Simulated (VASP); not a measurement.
# TiAl (R-3m) in VASP: further runs

Runs on TiAl. Level: LDA. Tasks: single point.

Program: VASP 6.6.1. These are calculated values, not measurements. Logs are shortened: lines on timing, memory, paths and dates and some standing lists are left out, and cuts for length are marked.

### 1 The cell of the first run

It takes space group R-3m (No. 166, trigonal). The conventional cell has a = 5.664 Å, b = 5.664 Å, c = 3.469 Å, α = 90.00°, β = 90.00°, γ = 120.00°. Within 2.3 Å of Ti (site symmetry -3m) lie 2 Al at 1.73 Å. Al (site symmetry -3m) has 2 Ti at 1.73 Å within 2.3 Å.

### 2 Single point, LDA

Contents of INCAR:

```
PREC = Accurate
ENCUT = 520
EDIFF = 1E-6
ISMEAR = 0
SIGMA = 0.15
LREAL = F
LASPH = T
NELM = 60
ALGO = Fast
ISIF = 2
LWAVE = F
LCHARG = T
LELF = T
LVHAR = T
NBANDS = 14
```

Contents of KPOINTS:

```
Automatic mesh
0
Gamma
  16 16 16
```

Contents of POSCAR:

```
TiAl
1.0
    3.3378080438     -0.6675616088     -0.6675616088
   -0.6675616088      3.3378080438     -0.6675616088
   -0.6675616088     -0.6675616088      3.3378080438
Ti Al
1 1
Direct
    0.0000000000      0.0000000000      0.0000000000
    0.5000000000      0.5000000000      0.5000000000
```

Potentials or basis: VASP PAW LDA potentials, release 64 (Ti_sv, Al).

Launch:

```
$ cat potpaw_LDA.64/Ti_sv/POTCAR potpaw_LDA.64/Al/POTCAR > POTCAR
$ mpirun -np 1 vasp_std > vasp.out
```

OUTCAR:

```text
PREC = Accurate
   ENCUT = 520
   EDIFF = 1E-6
   ISMEAR = 0
   LREAL = F
   LASPH = T
   NELM = 60
   ISIF = 2

 ion  position               nearest neighbor table
   1  0.000  0.000  0.000-   2 1.73   2 1.73
   2  0.500  0.500  0.500-   1 1.73   1 1.73

  LATTYP: Found a body centered cubic cell.
 ALAT       =     4.0053696526

  Lattice vectors:

 A1 = (   3.3378080438,  -0.6675616088,  -0.6675616088)
 A2 = (  -0.6675616088,   3.3378080438,  -0.6675616088)
 A3 = (  -0.6675616088,  -0.6675616088,   3.3378080438)

Analysis of symmetry for initial positions (statically):
=====================================================================
 Subroutine PRICEL returns:
 Original cell was already a primitive cell.

 Routine SETGRP: Setting up the symmetry group for a
 body centered cubic supercell.

 Subroutine GETGRP returns: Found 12 space group operations
 (whereof 12 operations were pure point group operations)
 out of a pool of 48 trial point group operations.

The static configuration has the point symmetry D_3d.

Analysis of symmetry for dynamics (positions and initial velocities):
=====================================================================
 Subroutine PRICEL returns:
 Original cell was already a primitive cell.

 Routine SETGRP: Setting up the symmetry group for a
 body centered cubic supercell.

 Subroutine GETGRP returns: Found 12 space group operations
 (whereof 12 operations were pure point group operations)
 out of a pool of 48 trial point group operations.

The dynamic configuration has the point symmetry D_3d.

 Subroutine INISYM returns: Found 12 space group operations
 (whereof 12 operations are pure point group operations),
 and found     1 'primitive' translations

----------------------------------------------------------------------------------------

                                     Primitive cell

  volume of cell :      32.1290

  direct lattice vectors                    reciprocal lattice vectors
     3.337808044 -0.667561609 -0.667561609     0.332886462  0.083221616  0.083221616
    -0.667561609  3.337808044 -0.667561609     0.083221616  0.332886462  0.083221616
    -0.667561609 -0.667561609  3.337808044     0.083221616  0.083221616  0.332886462

  length of vectors
     3.468751871  3.468751871  3.468751871     0.353079412  0.353079412  0.353079412

  position of ions in fractional coordinates (direct lattice)
     0.000000000  0.000000000  0.000000000
     0.500000000  0.500000000  0.500000000

  ion indices of the primitive-cell ions
   primitive index   ion index
                 1           1
                 2           2

----------------------------------------------------------------------------------------

 KPOINTS: Automatic mesh

Automatic generation of k-mesh.
 Grid dimensions read from file:
 generate k-points for:   16   16   16

 Generating k-lattice:

  Cartesian coordinates                     Fractional coordinates (reciprocal lattice)
     0.020805404  0.005201351  0.005201351     0.062500000  0.000000000  0.000000000
     0.005201351  0.020805404  0.005201351     0.000000000  0.062500000  0.000000000
     0.005201351  0.005201351  0.020805404     0.000000000  0.000000000  0.062500000

  Length of vectors
     0.022067463  0.022067463  0.022067463

  Shift w.r.t. Gamma in fractional coordinates (k-lattice)
     0.000000000  0.000000000  0.000000000

 Subroutine IBZKPT returns following result:
 ===========================================

 Found    417 irreducible k-points:

 Following reciprocal coordinates:
            Coordinates               Weight
  0.000000  0.000000  0.000000      1.000000
  0.062500 -0.000000  0.000000      6.000000
  0.062500  0.000000 -0.062500      6.000000
  0.125000 -0.000000  0.000000      6.000000
  0.125000  0.000000 -0.125000      6.000000
  0.187500 -0.000000 -0.000000      6.000000
[... 16 lines left out ...]
  0.187500 -0.062500 -0.000000     12.000000
  0.187500 -0.125000 -0.062500     12.000000
 [... further k-points ...]
   k-points           NKPTS =    417   k-points in BZ     NKDIM =    417   number of bands    NBANDS=     14
   number of dos      NEDOS =    301   number of ions     NIONS =      2
   total plane-waves  NPLWV =  21952
   dimension x,y,z NGX =    28 NGY =   28 NGZ =   28
   dimension x,y,z NGXF=    56 NGYF=   56 NGZF=   56
   ions per type =               1   1
   NGX,Y,Z   is equivalent  to a cutoff of  13.42, 13.42, 13.42 a.u.
   NGXF,Y,Z  is equivalent  to a cutoff of  26.84, 26.84, 26.84 a.u.
 SYSTEM =  unknown system
   PREC   = accura    normal or accurate (medium, high low for compatibility)
   ISTART =      0    job   : 0-new  1-cont  2-samecut
   ICHARG =      2    charge: 1-file 2-atom 10-const
   ISPIN  =      1    spin polarized calculation?
   LNONCOLLINEAR =      F non collinear calculations
   LSORBIT =      F    spin-orbit coupling
   LASPH  =      T    aspherical Exc in radial PAW
   ENCUT  =  520.0 eV  38.22 Ry    6.18 a.u.   6.45  6.45  6.45*2*pi/ulx,y,z
   NELM   =     60;   NELMIN=  2; NELMDL= -5     # of ELM steps
   EDIFF  = 0.1E-05   stopping-criterion for ELM
   LREAL  =      F    real-space projection
   EDIFFG = 0.1E-04   stopping-criterion for IOM
   NSW    =      0    number of steps for IOM
   IBRION =     -1    ionic relax: 0-MD 1-quasi-New 2-CG
   NFREE  =      0    steps in history (QN), initial steepest desc. (CG)
   ISIF   =      2    stress and relaxation
   ISYM   =      2    0-nonsym 1-usesym 2-fastsym
   POTIM  = 0.5000    time-step for ionic-motion
   TEBEG  =    0.0;   TEEND  =   0.0 temperature during run
   PSTRESS=    0.0 pullay stress
   NELECT =      15.0000    total number of electrons
   NUPDOWN=      -1.0000    fix difference up-down
   EMIN   =  10.00;   EMAX   =-10.00  energy-range for DOS
   EFERMI =   0.00;   METHOD = LEGACY
   ISMEAR =     0;   SIGMA  =   0.15  broadening in eV -4-tet -1-fermi 0-gaus
   EFERMI_NEDOS =   21; number of points for ismear=-14 and -15
   IALGO  =     68    algorithm
   IMIX   =      4    mixing-type and parameters
     AMIX     =   0.40;   BMIX     =  1.00
     AMIX_MAG =   1.60;   BMIX_MAG =  1.00
  volume/ion in A,a.u.               =      16.06       108.41
  Fermi-wavevector in a.u.,A,eV,Ry     =   1.270007  2.399964 21.945065  1.612917
  Thomas-Fermi vector in A             =   2.403017
   LORBIT       =      0    0 simple, 1 ext, 2 COOP (PROOUT), +10 PAW based schemes
   GGA     = CA    functional components
   LHFCALC =     F    Hartree Fock is set to
   AEXX    =    0.0000 exact exchange contribution
   IVDW    =     0    specifies the selected vdW correction
   LEPSILON=     F    determine dielectric tensor
   LRPA    =     F    only Hartree local field effects (RPA)
 non-spin polarized calculation
 RMM-DIIS sequential band-by-band and
 Gauss-broadening in eV      SIGMA  =   0.15
  energy-cutoff  :      520.00
  volume of cell :       32.13
 maximum number of plane-waves:       899
 NGX is ok and might be reduce to    28

 number of electron      14.9999998 magnetization

 Free energy of the ion-electron system (eV)
  ---------------------------------------------------
  ext. energy  EPLUGINS =         0.00000000
  ---------------------------------------------------
  free energy    TOTEN  =        -2.17501584 eV

  energy without entropy =       -2.14822525  energy(sigma->0) =       -2.16162055

 E-fermi :   7.6629     XC(G=0): -10.9352

 val. band max:        7.6607571877   @ k =  -0.3750  -0.3125  -0.2500
 cond. band min:       7.6632750929   @ k =   0.1875  -0.0625   0.1875
 fundamental gap:      0.0025179052
 Fermi energy:         7.6629380732

 k-point     1 :       0.0000    0.0000    0.0000
  band No.  band energies     occupation
      1     -47.8495      2.00000
      2     -25.2700      2.00000
      3     -24.3382      2.00000
      4     -24.3382      2.00000
      5      -0.0666      2.00000
      6       6.8337      2.00000
      7       7.0450      2.00000
      8       7.0450      2.00000
      9       8.7405      0.00000
     10       8.7405      0.00000
     11      14.1870      0.00000
     12      14.1870      0.00000
     13      18.0894      0.00000
     14      18.9909      0.00000

 k-point     2 :       0.0625   -0.0000    0.0000
  band No.  band energies     occupation
      1     -47.8467      2.00000
      2     -25.2831      2.00000
      3     -24.3411      2.00000
      4     -24.3388      2.00000
      5       0.0178      2.00000
      6       6.8422      2.00000
      7       6.9926      2.00000
      8       7.0183      2.00000
      9       8.7322      0.00000
     10       8.7607      0.00000
     11      14.2722      0.00000
     12      14.3018      0.00000
     13      17.6175      0.00000
     14      18.4786      0.00000

 k-point     3 :       0.0625    0.0000   -0.0625
  band No.  band energies     occupation
      1     -47.8491      2.00000
      2     -25.2705      2.00000
      3     -24.3424      2.00000
      4     -24.3392      2.00000
      5       0.0095      2.00000
      6       6.7966      2.00000
      7       7.0539      2.00000
      8       7.0759      2.00000
      9       8.6453      0.00000
     10       8.7646      0.00000
     11      14.1341      0.00000
     12      14.1502      0.00000
     13      17.7686      0.00000
     14      18.3406      0.00000
[... 324 lines left out ...]
 k-point    23 :       0.1875   -0.0625   -0.0000
  band No.  band energies     occupation
      1     -47.8373      2.00000
      2     -25.3214      2.00000
      3     -24.3614      2.00000
      4     -24.3422      2.00000
      5       0.4898      2.00000
      6       6.4638      2.00000
      7       6.9998      2.00000
      8       7.1911      1.99999
      9       8.5044      0.00000
     10       8.9292      0.00000
     11      13.9951      0.00000
     12      14.4685      0.00000
     13      16.1266      0.00000
     14      17.1375      0.00000

 k-point    24 :       0.1875   -0.1250   -0.0625
  band No.  band energies     occupation
      1     -47.8467      2.00000
      2     -25.2731      2.00000
      3     -24.3649      2.00000
      4     -24.3449      2.00000
      5       0.4558      2.00000
      6       6.5660      2.00000
      7       7.1029      2.00000
      8       7.2700      1.99979
      9       8.1371      0.00001
     10       8.9363      0.00000
     11      13.6462      0.00000
     12      13.8601      0.00000
     13      16.9278      0.00000
     14      17.4995      0.00000

 [... further k-points ...]

------------------------ aborting loop because EDIFF is reached ----------------------------------------

  FORCE on cell =-STRESS in cart. coord.  units (eV):
  Direction    XX          YY          ZZ          XY          YZ          ZX
  --------------------------------------------------------------------------------------
  -------------------------------------------------------------------------------------
  Total       13.5339604     13.5339604     13.5339604     19.4424180     19.4424180     19.4424180
  in kB      674.8972687    674.8972687    674.8972687    969.5340012    969.5340012    969.5340012
  external PRESSURE =     674.8972687 kB  Pullay stress =       0.0000000 kB

 VOLUME and BASIS-vectors are now :
 -----------------------------------------------------------------------------
  energy-cutoff  :      520.00
  volume of cell :       32.13
      direct lattice vectors                 reciprocal lattice vectors
     3.337808044 -0.667561609 -0.667561609     0.332886462  0.083221616  0.083221616
    -0.667561609  3.337808044 -0.667561609     0.083221616  0.332886462  0.083221616
    -0.667561609 -0.667561609  3.337808044     0.083221616  0.083221616  0.332886462

 POSITION                                       TOTAL-FORCE (eV/Angst)
 -----------------------------------------------------------------------------------
      0.00000      0.00000      0.00000         0.000000     -0.000000      0.000000
      1.00134      1.00134      1.00134        -0.000000      0.000000     -0.000000
 -----------------------------------------------------------------------------------
    total drift:                               -0.000000     -0.000000     -0.000000

  FREE ENERGIE OF THE ION-ELECTRON SYSTEM (eV)
  ---------------------------------------------------
  free  energy   TOTEN  =        -2.1750158428 eV

  energy  without entropy=       -2.1482252486  energy(sigma->0) =       -2.16162055
```

Wall time 8.9 min (1 thread of Intel Xeon 8259CL, shared host); peak memory 0.3 GiB.

Results:

```
Free energy            : -2.1750 eV
Pressure               : 67.5 GPa
Band gap on the k mesh : zero (an odd number of electrons rules out a gap without spin polarisation)
```

Caveat: atoms lie so close that the PAW spheres overlap strongly, which falsifies energies and pressures; the cell stands under pressure.

### 3 Single point, LDA

This run uses another cell than the first one, of the same volume but with other edges.

Contents of INCAR:

```
SYSTEM = TiAl
PREC = Accurate
ENCUT = 520
EDIFF = 1E-6
ISMEAR = 0
SIGMA = 0.15
LREAL = .False.
LASPH = .True.
NELM = 80
ALGO = Fast
ISIF = 2
LWAVE = .False.
LCHARG = .False.
NBANDS = 14
```

Contents of KPOINTS:

```
regular mesh
0
Gamma
  16 16 16
  0 0 0
```

Contents of POSCAR:

```
TiAl
1.0
    3.2190510025     -0.3444740925     -0.3444740925
   -0.3444740925      3.2190510025     -0.3444740925
   -0.3444740925     -0.3444740925      3.2190510025
Ti Al
1 1
Direct
    0.0000000000      0.0000000000      0.0000000000
    0.5000000000      0.5000000000      0.5000000000
```

Potentials or basis: VASP PAW LDA potentials, release 64 (Ti_sv, Al).

Launch:

```
$ cat potpaw_LDA.64/Ti_sv/POTCAR potpaw_LDA.64/Al/POTCAR > POTCAR
$ mpirun -np 1 vasp_std > vasp.out
```

Wall time 5 min (1 thread of Intel Xeon 8259CL, shared host); peak memory 0.29 GiB.

Results (log left out):

| Item | Value |
| --- | --- |
| Free energy | -11.2068 eV |
| Pressure | 11.6 GPa |
| Band gap on the k mesh | zero (an odd number of electrons rules out a gap without spin polarisation) |

Stress tensor (GPa, compression positive):
```
11.58 34.56 34.56
34.56 11.58 34.56
34.56 34.56 11.58
```

Levels at points of the mesh, in eV from the Fermi level:
```tsv
k point	band 5	band 6	band 7	band 8	band 9	band 10
(0.00, 0.00, 0.00)	-8.65	-0.79	-0.79	0.72	1.91	1.91
(0.50, 0.00, 0.00)	-5.12	-4.49	-0.59	-0.36	1.61	1.96
(0.50, 0.50, 0.00)	-4.79	-2.66	-1.04	0.59	0.64	1.08
(0.50, 0.50, 0.50)	-3.05	-3.05	-1.76	0.18	2.31	2.31
```

Caveat: the cell stands under pressure.

### 4 Single point, LDA

This run uses another cell than the first one, of the same volume but with other edges.

Contents of INCAR:

```
SYSTEM = TiAl
  PREC = Accurate
  ENCUT = 520
  EDIFF = 1E-7
  ISMEAR = 0
  SIGMA = 0.15
  LREAL = .FALSE.
  LASPH = .TRUE.
  NELM = 100
  ALGO = Fast
  ISIF = 2
  LWAVE = .FALSE.
  LCHARG = .TRUE.
  LELF = .TRUE.
  LVHAR = .TRUE.
  NBANDS = 14
```

Contents of KPOINTS:

```
regular mesh
0
G
  16 16 16
  0 0 0
```

Contents of POSCAR:

```
TiAl
1.0
    3.2224982572      0.3874558022      0.3874558022
    0.3874558022      3.2224982572      0.3874558022
    0.3874558022      0.3874558022      3.2224982572
Ti Al
1 1
Direct
    0.0000000000      0.0000000000      0.0000000000
    0.5000000000      0.5000000000      0.5000000000
```

Launch:

```
$ cat potpaw_LDA.64/Ti_sv/POTCAR potpaw_LDA.64/Al/POTCAR > POTCAR
$ mpirun -np 1 vasp_std > vasp.out
```

Wall time 5.6 min (1 thread of Intel Xeon 8259CL, shared host); peak memory 0.29 GiB.

The run converged. Its results:

- Free energy: -12.8128 eV
- Pressure: 2.4 GPa
- Band gap on the k mesh: zero (an odd number of electrons rules out a gap without spin polarisation)

Stress tensor (GPa, compression positive):
```
 2.37 -5.94 -5.94
-5.94  2.37 -5.94
-5.94 -5.94  2.37
```

Levels at points of the mesh, in eV from the Fermi level:
| k point | band 6 | band 7 | band 8 | band 9 | band 10 | band 11 |
| --- | --- | --- | --- | --- | --- | --- |
| (0.00, 0.00, 0.00) | -0.72 | -0.72 | 1.17 | 1.17 | 1.89 | 5.09 |
| (0.50, 0.00, 0.00) | -4.46 | -0.88 | 0.85 | 0.87 | 1.55 | 3.29 |
| (0.50, 0.50, 0.00) | -2.26 | -1.29 | 0.14 | 1.05 | 1.30 | 2.72 |
| (0.50, 0.50, 0.50) | -2.01 | -2.01 | -1.64 | 2.65 | 2.65 | 4.54 |

### 5 Single point, LDA

This run uses another cell than the first one, of the same volume but with other edges.

Contents of INCAR:

```
PREC = Accurate
ENCUT = 520
EDIFF = 1E-7
ISMEAR = 0
SIGMA = 0.15
LREAL = F
LASPH = T
NELM = 80
ALGO = Fast
ISIF = 2
LWAVE = F
LCHARG = T
LELF = T
LVHAR = T
NBANDS = 14
```

Contents of KPOINTS:

```
regular mesh
0
Gamma
  16 16 16
```

Contents of POSCAR:

```
TiAl
1.0
    3.2666375318     -0.5025596203     -0.5025596203
   -0.5025596203      3.2666375318     -0.5025596203
   -0.5025596203     -0.5025596203      3.2666375318
Ti Al
1 1
Direct
    0.0000000000      0.0000000000      0.0000000000
    0.5000000000      0.5000000000      0.5000000000
```

Launch:

```
$ cat potpaw_LDA.64/Ti_sv/POTCAR potpaw_LDA.64/Al/POTCAR > POTCAR
$ mpirun -np 1 vasp_std > vasp.out
```

Wall time 13 min (1 thread of Intel Xeon 8259CL, shared host); peak memory 0.3 GiB.

Results (log left out):

```
Free energy            : -8.0056 eV
Pressure               : 34.6 GPa
Band gap on the k mesh : zero (an odd number of electrons rules out a gap without spin polarisation)
```

Stress tensor (GPa, compression positive):
```
34.56 61.99 61.99
61.99 34.56 61.99
61.99 61.99 34.56
```

Levels at points of the mesh, in eV from the Fermi level:
| k point | band 4 | band 5 | band 6 | band 7 | band 8 | band 9 | band 10 | band 11 |
| --- | --- | --- | --- | --- | --- | --- | --- | --- |
| (0.00, 0.00, 0.00) | -32.06 | -8.30 | -0.57 | -0.57 | -0.08 | 1.57 | 1.57 | 6.27 |
| (0.50, 0.00, 0.00) | -32.06 | -4.38 | -4.12 | -0.80 | -0.35 | 1.68 | 1.69 | 3.42 |
| (0.50, 0.50, 0.00) | -32.09 | -4.74 | -2.85 | -1.00 | 0.26 | 0.89 | 2.61 | 2.82 |
| (0.50, 0.50, 0.50) | -32.18 | -3.13 | -3.13 | -1.01 | 0.38 | 2.29 | 2.29 | 2.63 |

Caveat: the cell stands under pressure.

### 6 Overview

```csv
cell,further INCAR settings,gap on the mesh (eV),pressure (GPa)
"a = 3.469 Å, angles 109.5°, 2 atoms",ALGO = Fast; EDIFF = 1e-06; NBANDS = 14,none,67.5
"a = 3.256 Å, angles 101.4°, 2 atoms",ALGO = Fast; EDIFF = 1e-06; NBANDS = 14,none,11.6
"a = 3.269 Å, angles 75.7°, 2 atoms",ALGO = Fast; EDIFF = 1e-07; NBANDS = 14,none,2.4
"a = 3.343 Å, angles 105.7°, 2 atoms",ALGO = Fast; EDIFF = 1e-07; NBANDS = 14,none,34.6
```

Alike in all rows: task single point; level LDA; potentials or basis VASP PAW LDA potentials, release 64 (Ti_sv, Al); no spin polarisation; k mesh 16 × 16 × 16; cutoff (eV) 520; smearing gaussian 0.15 eV.

Caveats: the cell stands under pressure (at least some runs); atoms lie so close that the PAW spheres overlap strongly, which falsifies energies and pressures (at least some runs).

Total energies depend on the potentials used, so only differences within one code and one set of settings carry meaning.
